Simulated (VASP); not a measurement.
NiO:

```
Ni O
1.0
     0.00000    2.04332    2.04332
     2.04332    0.00000    2.04332
     2.04332    2.04332    0.00000
Ni O
1 1
Direct
  0.00000 0.00000 0.00000
  0.50000 0.50000 0.50000
```

Base run:

```yaml
Program: VASP 6.6.1
Functional: RPBE
Dispersion: D4
Potentials_or_basis: VASP PAW PBE potentials, release 64 (Ni, O)
Cutoff: 600 eV
k_mesh: 11 × 11 × 11
Occupations: fermi-dirac, width 0.05 eV
Spin: collinear spin, ferromagnetic start
Starting_moments: "[1.0, 0.0] μB"
```

Its results: pressure 17.8 GPa; net moment 1.58 μB per cell; site moments Ni +1.31; O +0.23 μB.

Question: The run is repeated on the same cell with these changes: functional from RPBE to r2SCAN; cutoff from 600 eV to 520 eV. What comes out?

Answer: Pressure 17.5 GPa; net moment 2.00 μB per cell; site moments Ni +1.69; O +0.28 μB.

Caveats: the PAW data sets were made with another functional, which shifts forces and pressure a little; a cell with one magnetic atom can't hold antiferromagnetic order, which such compounds often take; pairwise dispersion overbinds metals, which lowers pressure and volume (some runs).
